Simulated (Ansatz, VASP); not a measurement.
## Two plane-wave programs on Bi

```
Bi
1.0
     2.26047    1.30508    3.99828
    -2.26047    1.30508    3.99828
     0.00000   -2.61017    3.99828
Bi
2
Cartesian
  0.0000 0.0000 2.8029
  0.0000 0.0000 9.1920
```

Alike in both runs: task single point; functional r2SCAN; k mesh 10 × 10 × 10; occupations gaussian, width 0.05 eV; no spin polarisation.

|  | VASP | Ansatz |
| --- | --- | --- |
| version | VASP 6.6.1 | Ansatz 0.2.0 |
| potentials or method | VASP PAW PBE potentials, release 64 (Bi_d), cutoff 520 eV | scalar-relativistic, plane waves, PAW |
| valence electrons in the cell | 30 | 30 |

```tsv
	VASP	Ansatz	Ansatz less VASP
gap on the k mesh at the Fermi level (eV)	none	none	-
pressure (GPa)	1.0	1.0	+0.04
```

VASP's potentials were made for PBE, not for r2SCAN. A gap of «none» marks a metal or a gap that the smearing closes. With one functional, cell and mesh, what is left measures potentials, basis and numerics.

Spin-orbit coupling is off throughout.
